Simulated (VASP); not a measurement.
# SiO2 (Im-3m) in VASP: a series of runs

The runs below take SiO2 through single point, with LDA.

All numbers are computed with VASP 6.6.1; they aren't measurements. Logs are shortened: lines on timing, memory, paths and dates and some standing lists are left out, and cuts for length are marked.

### 1 The cell of the first run

It takes space group Im-3m (No. 229, cubic). Conventional cell: a = 9.853 Å, b = 9.853 Å, c = 9.853 Å, α = 90.00°, β = 90.00°, γ = 90.00°. Within 2.1 Å of Si (site symmetry 3m) lie 4 O at 1.59 to 1.61 Å. Within 2.1 Å of O (site symmetry -3m) lie 2 Si at 1.59 Å. O (site symmetry mm2) has 2 Si at 1.61 Å within 2.1 Å.

### 2 Single point, LDA

INCAR

```
SYSTEM = SiO2
PREC = Accurate ; ENCUT = 520
EDIFF = 1E-6 ; ISMEAR = 0
SIGMA = 0.02 ; LREAL = Auto
LASPH = .TRUE. ; NELM = 100
ALGO = Normal ; ISIF = 2
LWAVE = .FALSE. ; LCHARG = .TRUE.
LELF = .TRUE. ; LVHAR = .TRUE.
NBANDS = 82
```

KPOINTS

```
regular mesh
0
G
  4 4 4
  0 0 0
```

POSCAR

```
SiO2
1.0
   -4.9266477401      4.9266477401      4.9266477401
    4.9266477401     -4.9266477401      4.9266477401
    4.9266477401      4.9266477401     -4.9266477401
Si O
8 16
Direct
    0.3136200470      0.3136200470      0.3136200470
    0.0000000000      0.3136200470      0.0000000000
    0.0000000000      0.0000000000      0.3136200470
    0.3136200470      0.0000000000      0.0000000000
    0.0000000000      0.0000000000      0.6863799530
    0.6863799530      0.0000000000      0.0000000000
    0.0000000000      0.6863799530      0.0000000000
    0.6863799530      0.6863799530      0.6863799530
    0.5000000000      0.5000000000      0.5000000000
    0.0000000000      0.5000000000      0.0000000000
    0.0000000000      0.0000000000      0.5000000000
    0.5000000000      0.0000000000      0.0000000000
    0.1890019630      0.1890019630      0.3780039260
    0.1890019630      0.3780039260      0.1890019630
    0.8109980370      0.0000000000      0.1890019630
    0.0000000000      0.8109980370      0.1890019630
    0.3780039260      0.1890019630      0.1890019630
    0.1890019630      0.8109980370      0.0000000000
    0.8109980370      0.1890019630      0.0000000000
    0.1890019630      0.0000000000      0.8109980370
    0.6219960740      0.8109980370      0.8109980370
    0.8109980370      0.6219960740      0.8109980370
    0.0000000000      0.1890019630      0.8109980370
    0.8109980370      0.8109980370      0.6219960740
```

Potentials or basis: VASP PAW LDA potentials, release 64 (Si, O).

The run is started by

```
> cat potpaw_LDA.64/Si/POTCAR potpaw_LDA.64/O/POTCAR > POTCAR
> mpirun -np 1 vasp_std > vasp.out
```

OUTCAR:

```text
SYSTEM = SiO2
   PREC = Accurate
   ENCUT = 520
   EDIFF = 1E-6
   ISMEAR = 0
   LREAL = Auto
   LASPH = .TRUE.
   NELM = 100
   ISIF = 2

 ion  position               nearest neighbor table
   1  0.314  0.314  0.314-   9 1.59  14 1.61  17 1.61  13 1.61   3 3.09   4 3.09   2 3.09
   2  0.000  0.314  0.000-  10 1.59  19 1.61  23 1.61  14 1.61   5 3.09   6 3.09   1 3.09
   3  0.000  0.000  0.314-  11 1.59  15 1.61  16 1.61  13 1.61   6 3.09   7 3.09   1 3.09
   4  0.314  0.000  0.000-  12 1.59  18 1.61  20 1.61  17 1.61   5 3.09   7 3.09   1 3.09
   5  0.000  0.000  0.686-  11 1.59  20 1.61  23 1.61  24 1.61   4 3.09   8 3.09   2 3.09
   6  0.686  0.000  0.000-  12 1.59  15 1.61  19 1.61  21 1.61   3 3.09   8 3.09   2 3.09
   7  0.000  0.686  0.000-  10 1.59  16 1.61  18 1.61  22 1.61   4 3.09   8 3.09   3 3.09
   8  0.686  0.686  0.686-   9 1.59  21 1.61  22 1.61  24 1.61   6 3.09   7 3.09   5 3.09
   9  0.500  0.500  0.500-   1 1.59   8 1.59
  10  0.000  0.500  0.000-   2 1.59   7 1.59
  11  0.000  0.000  0.500-   3 1.59   5 1.59
  12  0.500  0.000  0.000-   4 1.59   6 1.59
  13  0.189  0.189  0.378-   1 1.61   3 1.61
  14  0.189  0.378  0.189-   1 1.61   2 1.61
[... 8 lines left out ...]
  23  0.000  0.189  0.811-   2 1.61   5 1.61
  24  0.811  0.811  0.622-   8 1.61   5 1.61

  LATTYP: Found a body centered cubic cell.
 ALAT       =     9.8532954802

  Lattice vectors:

 A1 = (  -4.9266477401,   4.9266477401,   4.9266477401)
 A2 = (   4.9266477401,  -4.9266477401,   4.9266477401)
 A3 = (   4.9266477401,   4.9266477401,  -4.9266477401)

Analysis of symmetry for initial positions (statically):
=====================================================================
 Subroutine PRICEL returns:
 Original cell was already a primitive cell.

 Routine SETGRP: Setting up the symmetry group for a
 body centered cubic supercell.

 Subroutine GETGRP returns: Found 48 space group operations
 (whereof 48 operations were pure point group operations)
 out of a pool of 48 trial point group operations.

The static configuration has the point symmetry O_h .

Analysis of symmetry for dynamics (positions and initial velocities):
=====================================================================
 Subroutine PRICEL returns:
 Original cell was already a primitive cell.

 Routine SETGRP: Setting up the symmetry group for a
 body centered cubic supercell.

 Subroutine GETGRP returns: Found 48 space group operations
 (whereof 48 operations were pure point group operations)
 out of a pool of 48 trial point group operations.

The dynamic configuration has the point symmetry O_h .

 Subroutine INISYM returns: Found 48 space group operations
 (whereof 48 operations are pure point group operations),
 and found     1 'primitive' translations

----------------------------------------------------------------------------------------

                                     Primitive cell

  volume of cell :     478.3156

  direct lattice vectors                    reciprocal lattice vectors
    -4.926647740  4.926647740  4.926647740     0.000000000  0.101488888  0.101488888
     4.926647740 -4.926647740  4.926647740     0.101488888  0.000000000  0.101488888
     4.926647740  4.926647740 -4.926647740     0.101488888  0.101488888  0.000000000

  length of vectors
     8.533204197  8.533204197  8.533204197     0.143526962  0.143526962  0.143526962

  position of ions in fractional coordinates (direct lattice)
     0.313620047  0.313620047  0.313620047
     0.000000000  0.313620047  0.000000000
     0.000000000  0.000000000  0.313620047
     0.313620047  0.000000000  0.000000000
     0.000000000  0.000000000  0.686379953
     0.686379953  0.000000000  0.000000000
[... 16 lines left out ...]
     0.000000000  0.189001963  0.810998037
     0.810998037  0.810998037  0.621996074

  ion indices of the primitive-cell ions
   primitive index   ion index
                 1           1
                 2           2
                 3           3
                 4           4
                 5           5
                 6           6
[... 16 lines left out ...]
                23          23
                24          24

----------------------------------------------------------------------------------------

 KPOINTS: regular mesh

Automatic generation of k-mesh.
 Grid dimensions read from file:
 generate k-points for:    4    4    4

 Generating k-lattice:

  Cartesian coordinates                     Fractional coordinates (reciprocal lattice)
     0.000000000  0.025372222  0.025372222     0.250000000  0.000000000  0.000000000
     0.025372222  0.000000000  0.025372222     0.000000000  0.250000000  0.000000000
     0.025372222  0.025372222  0.000000000     0.000000000  0.000000000  0.250000000

  Length of vectors
     0.035881740  0.035881740  0.035881740

  Shift w.r.t. Gamma in fractional coordinates (k-lattice)
     0.000000000  0.000000000  0.000000000

[... 77 lines left out ...]
  free energy    TOTEN  =      -207.06713748 eV

  energy without entropy =     -207.06713748  energy(sigma->0) =     -207.06713748

 E-fermi :  -2.1773     XC(G=0):  -6.9521

 val. band max:       -2.2810950619   @ k =   0.0000   0.0000   0.0000
 cond. band min:       3.2378706854   @ k =   0.0000   0.0000   0.0000
 fundamental gap:      5.5189657473
 Fermi energy:        -2.1773274108

 k-point     1 :       0.0000    0.0000    0.0000
  band No.  band energies     occupation
      1     -21.5748      2.00000
      2     -20.6534      2.00000
      3     -20.6534      2.00000
      4     -20.6534      2.00000
      5     -20.6299      2.00000
      6     -20.6299      2.00000
[... 68 lines left out ...]
     75       6.8637      0.00000
     76       6.9279      0.00000

 k-point     2 :       0.2500    0.0000    0.0000
  band No.  band energies     occupation
      1     -21.5185      2.00000
      2     -20.9381      2.00000
      3     -20.8687      2.00000
      4     -20.6526      2.00000
      5     -20.6307      2.00000
      6     -20.3963      2.00000
[... 68 lines left out ...]
     75       6.9772      0.00000
     76       6.9881      0.00000

 k-point     3 :       0.5000    0.0000    0.0000
  band No.  band energies     occupation
      1     -21.4299      2.00000
      2     -21.1166      2.00000
      3     -20.9481      2.00000
      4     -20.6517      2.00000
      5     -20.6316      2.00000
      6     -20.3014      2.00000
[... 68 lines left out ...]
     75       7.1558      0.00000
     76       7.2721      0.00000

 k-point     4 :       0.2500    0.2500    0.0000
  band No.  band energies     occupation
      1     -21.4355      2.00000
      2     -21.0632      2.00000
      3     -20.9855      2.00000
      4     -20.7727      2.00000
      5     -20.5093      2.00000
      6     -20.2386      2.00000
[... 68 lines left out ...]
     75       7.2449      0.00000
     76       7.2523      0.00000

 k-point     5 :       0.2500    0.2500    0.2500
  band No.  band energies     occupation
      1     -21.4180      2.00000
      2     -20.9859      2.00000
      3     -20.9859      2.00000
      4     -20.9859      2.00000
      5     -20.2376      2.00000
      6     -20.2376      2.00000
[... 68 lines left out ...]
     75       7.2623      0.00000
     76       7.6929      0.00000

 k-point     6 :      -0.2500    0.2500    0.2500
  band No.  band energies     occupation
      1     -21.4591      2.00000
      2     -20.9851      2.00000
      3     -20.9851      2.00000
      4     -20.8108      2.00000
      5     -20.4841      2.00000
      6     -20.2397      2.00000
[... 68 lines left out ...]
     75       7.1097      0.00000
     76       7.1097      0.00000

 k-point     7 :       0.5000    0.5000    0.2500
  band No.  band energies     occupation
      1     -21.3595      2.00000
      2     -21.1161      2.00000
      3     -21.0519      2.00000
      4     -20.8634      2.00000
      5     -20.4277      2.00000
      6     -20.1446      2.00000
[... 68 lines left out ...]
     75       7.1458      0.00000
     76       7.2467      0.00000

 k-point     8 :       0.5000    0.5000    0.5000
  band No.  band energies     occupation
      1     -21.1934      2.00000
      2     -21.1155      2.00000
      3     -21.1155      2.00000
      4     -21.1155      2.00000
      5     -20.1436      2.00000
      6     -20.0411      2.00000
[... 68 lines left out ...]
     75       7.2185      0.00000
     76       7.3180      0.00000
 [bands above 76 left out]

------------------------ aborting loop because EDIFF is reached ----------------------------------------

  FORCE on cell =-STRESS in cart. coord.  units (eV):
  Direction    XX          YY          ZZ          XY          YZ          ZX
  --------------------------------------------------------------------------------------
  -------------------------------------------------------------------------------------
  Total        1.1150618      1.1150618      1.1150618     -0.0000000      0.0000000     -0.0000000
  in kB        3.7350379      3.7350379      3.7350379     -0.0000000      0.0000000     -0.0000000
  external PRESSURE =       3.7350379 kB  Pullay stress =       0.0000000 kB

 VOLUME and BASIS-vectors are now :
 -----------------------------------------------------------------------------
  energy-cutoff  :      520.00
  volume of cell :      478.32
      direct lattice vectors                 reciprocal lattice vectors
    -4.926647740  4.926647740  4.926647740     0.000000000  0.101488888  0.101488888
     4.926647740 -4.926647740  4.926647740     0.101488888  0.000000000  0.101488888
     4.926647740  4.926647740 -4.926647740     0.101488888  0.101488888  0.000000000

 POSITION                                       TOTAL-FORCE (eV/Angst)
 -----------------------------------------------------------------------------------
      1.54510      1.54510      1.54510         0.044050      0.044050      0.044050
      1.54510     -1.54510      1.54510         0.044050     -0.044050      0.044050
      1.54510      1.54510     -1.54510         0.044050      0.044050     -0.044050
     -1.54510      1.54510      1.54510        -0.044050      0.044050      0.044050
      3.38155      3.38155     -3.38155        -0.044050     -0.044050      0.044050
     -3.38155      3.38155      3.38155         0.044050     -0.044050     -0.044050
[... 16 lines left out ...]
      4.92665      3.06436     -3.06436        -0.000000     -0.009592      0.009592
      3.06436      3.06436      4.92665        -0.009592     -0.009592     -0.000000
 -----------------------------------------------------------------------------------
    total drift:                                0.000000      0.000000     -0.000000

  FREE ENERGIE OF THE ION-ELECTRON SYSTEM (eV)
  ---------------------------------------------------
  free  energy   TOTEN  =      -207.0671374815 eV

  energy  without entropy=     -207.0671374815  energy(sigma->0) =     -207.06713748
```

Wall time 10 min (1 thread of Oxide Virtual Turin-like, shared host); peak memory 0.48 GiB.

Results:

```yaml
Free_energy: -207.0671 eV
Pressure: 0.4 GPa
Largest_force: 0.076 eV/Å
Band_gap_on_the_k_mesh: 5.52 eV
```

Forces in eV/Å, atoms in the order of the input:
```
Si   0.044  0.044  0.044
Si   0.044 -0.044  0.044
Si   0.044  0.044 -0.044
Si  -0.044  0.044  0.044
Si  -0.044 -0.044  0.044
Si   0.044 -0.044 -0.044
Si  -0.044  0.044 -0.044
Si  -0.044 -0.044 -0.044
O    0.000  0.000  0.000
O    0.000  0.000  0.000
O    0.000  0.000  0.000
O    0.000  0.000  0.000
O    0.010  0.010  0.000
O    0.010  0.000  0.010
O    0.010  0.000 -0.010
O    0.000  0.010 -0.010
O    0.000  0.010  0.010
O   -0.010  0.010  0.000
O    0.010 -0.010  0.000
O   -0.010  0.000  0.010
O    0.000 -0.010 -0.010
O   -0.010  0.000 -0.010
O    0.000 -0.010  0.010
O   -0.010 -0.010  0.000
```

A k mesh can miss the band edges.

### 3 Single point, LDA

INCAR

```
PREC = Accurate
ENCUT = 520
EDIFF = 1E-7
ISMEAR = 0
SIGMA = 0.02
LREAL = Auto
LASPH = T
NELM = 100
ALGO = Normal
ISIF = 2
LWAVE = F
LCHARG = T
GGA = CA
LELF = T
LVHAR = T
NBANDS = 82
```

KPOINTS

```
regular mesh
0
Gamma
  4 4 4
```

POSCAR is that of step 2.

Potentials or basis: VASP PAW LDA potentials, release 64 (Si, O).

The run is started by

```
> cat potpaw_LDA.64/Si/POTCAR potpaw_LDA.64/O/POTCAR > POTCAR
> mpirun -np 1 vasp_std > vasp.out
```

Run time: 14 min. Hardware: 1 thread of Oxide Virtual Turin-like, shared host; peak memory 0.48 GiB.

The run converged. Its results:

```
Free energy            : -207.0671 eV
Pressure               : 0.4 GPa
Largest force          : 0.076 eV/Å
Band gap on the k mesh : 5.52 eV
```

Forces on the atoms (eV/Å):
```
Si   0.044  0.044  0.044
Si   0.044 -0.044  0.044
Si   0.044  0.044 -0.044
Si  -0.044  0.044  0.044
Si  -0.044 -0.044  0.044
Si   0.044 -0.044 -0.044
Si  -0.044  0.044 -0.044
Si  -0.044 -0.044 -0.044
O    0.000  0.000  0.000
O    0.000  0.000  0.000
O    0.000  0.000  0.000
O    0.000  0.000  0.000
O    0.010  0.010  0.000
O    0.010  0.000  0.010
O    0.010  0.000 -0.010
O    0.000  0.010 -0.010
O    0.000  0.010  0.010
O   -0.010  0.010  0.000
O    0.010 -0.010  0.000
O   -0.010  0.000  0.010
O    0.000 -0.010 -0.010
O   -0.010  0.000 -0.010
O    0.000 -0.010  0.010
O   -0.010 -0.010  0.000
```

Levels at points of the mesh, in eV from the valence-band top:
| k point | band 62 | band 63 | band 64 | band 65 | band 66 | band 67 |
| --- | --- | --- | --- | --- | --- | --- |
| (0.00, 0.00, 0.00) | -0.12 | -0.12 | 0.00 | 5.52 | 7.46 | 8.31 |
| (0.50, 0.00, 0.00) | -0.35 | -0.23 | -0.01 | 6.24 | 6.94 | 7.63 |
| (0.50, 0.50, 0.50) | -0.17 | -0.17 | -0.02 | 6.67 | 7.54 | 7.54 |

A k mesh can miss the band edges.

### 4 Single point, LDA (20.53 Å³/atom)

This run uses another cell than the first one, of 20.53 Å³/atom.

INCAR

```
SYSTEM = SiO2
PREC = Accurate
ENCUT = 520
EDIFF = 1E-7
ISMEAR = 0
SIGMA = 0.02
LREAL = Auto
LASPH = .True.
NELM = 80
ALGO = Normal
ISIF = 2
LWAVE = .False.
LCHARG = .False.
GGA = CA
NBANDS = 82
```

KPOINTS

```
Automatic mesh
0
Gamma
  4 4 4
  0 0 0
```

POSCAR

```
SiO2
1.0
   -4.9754296031      4.9754296031      4.9754296031
    4.9754296031     -4.9754296031      4.9754296031
    4.9754296031      4.9754296031     -4.9754296031
Si O
8 16
Direct
    0.3133354938      0.3133354938      0.3133354938
    0.0000000000      0.3133354938      0.0000000000
    0.0000000000      0.0000000000      0.3133354938
    0.3133354938      0.0000000000      0.0000000000
    0.0000000000      0.0000000000      0.6866645062
    0.6866645062      0.0000000000      0.0000000000
    0.0000000000      0.6866645062      0.0000000000
    0.6866645062      0.6866645062      0.6866645062
    0.5000000000      0.5000000000      0.5000000000
    0.0000000000      0.5000000000      0.0000000000
    0.0000000000      0.0000000000      0.5000000000
    0.5000000000      0.0000000000      0.0000000000
    0.1876054108      0.1876054108      0.3752108215
    0.1876054108      0.3752108215      0.1876054108
    0.8123945892      0.0000000000      0.1876054108
    0.0000000000      0.8123945892      0.1876054108
    0.3752108215      0.1876054108      0.1876054108
    0.1876054108      0.8123945892      0.0000000000
    0.8123945892      0.1876054108      0.0000000000
    0.1876054108      0.0000000000      0.8123945892
    0.6247891785      0.8123945892      0.8123945892
    0.8123945892      0.6247891785      0.8123945892
    0.0000000000      0.1876054108      0.8123945892
    0.8123945892      0.8123945892      0.6247891785
```

The run is started by

```
> cat potpaw_LDA.64/Si/POTCAR potpaw_LDA.64/O/POTCAR > POTCAR
> mpirun -np 1 vasp_std > vasp.out
```

Run time: 12 min. Hardware: 1 thread of Oxide Virtual Turin-like, shared host; peak memory 0.49 GiB.

The run converged. Its results:

```yaml
Free_energy: -206.9766 eV
Pressure: -2.5 GPa
Largest_force: 0.066 eV/Å
Band_gap_on_the_k_mesh: 5.46 eV
```

Forces on the atoms (eV/Å):
```
Si   0.038  0.038  0.038
Si   0.038 -0.038  0.038
Si   0.038  0.038 -0.038
Si  -0.038  0.038  0.038
Si  -0.038 -0.038  0.038
Si   0.038 -0.038 -0.038
Si  -0.038  0.038 -0.038
Si  -0.038 -0.038 -0.038
O    0.000  0.000  0.000
O    0.000  0.000  0.000
O    0.000  0.000  0.000
O    0.000  0.000  0.000
O    0.007  0.007  0.000
O    0.007  0.000  0.007
O    0.007  0.000 -0.007
O    0.000  0.007 -0.007
O    0.000  0.007  0.007
O   -0.007  0.007  0.000
O    0.007 -0.007  0.000
O   -0.007  0.000  0.007
O    0.000 -0.007 -0.007
O   -0.007  0.000 -0.007
O    0.000 -0.007  0.007
O   -0.007 -0.007  0.000
```

Levels at points of the mesh, in eV from the valence-band top:
```csv
k point,band 60,band 61,band 62,band 63,band 64,band 65,band 66,band 67,band 68,band 69
"(0.00, 0.00, 0.00)",-1.05,-0.14,-0.14,-0.14,0.00,5.46,7.49,8.04,8.04,8.04
"(0.50, 0.00, 0.00)",-0.49,-0.46,-0.36,-0.24,-0.01,6.23,6.82,7.59,8.02,8.14
"(0.50, 0.50, 0.50)",-0.75,-0.75,-0.19,-0.19,-0.01,6.78,7.32,7.32,7.32,7.78
```

A k mesh can miss the band edges.
